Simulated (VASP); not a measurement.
## Sr3Ag: single point with LDA

Crystal: Sr3Ag.

```
Sr Ag
1.0
     5.24743    0.00000    0.00000
     0.00000    5.24743    0.00000
     0.00000    0.00000    5.24743
Sr Ag
3 1
Direct
  0.00000 0.50000 0.50000
  0.50000 0.00000 0.50000
  0.50000 0.50000 0.00000
  0.00000 0.00000 0.00000
```

| Quantity | Value |
| --- | --- |
| Program | VASP 6.6.1 |
| Task | single point |
| Functional | LDA |
| Potentials or basis | VASP PAW LDA potentials, release 64 (Sr_sv, Ag) |
| Cutoff | 520 eV |
| k mesh | 5 × 5 × 5 |
| Occupations | gaussian, width 0.05 eV |
| Spin | no spin polarisation |
| Dipole correction | no |
| Further INCAR settings | ALGO = Normal; EDIFF = 1e-07; NBANDS = 28 |

```
Pressure : 0.0 GPa
```

Levels at points of the mesh, in eV from the Fermi level:
```csv
k point,band 16,band 17,band 18,band 19,band 20,band 21,band 22,band 23,band 24,band 25
"(0.00, 0.00, 0.00)",-4.28,-4.28,-4.28,-1.65,0.43,0.43,0.76,0.76,0.76,1.85
```

It took 74 s on 1 thread of AMD EPYC 7R13, with other jobs on the host, peak memory 0.18 GiB.
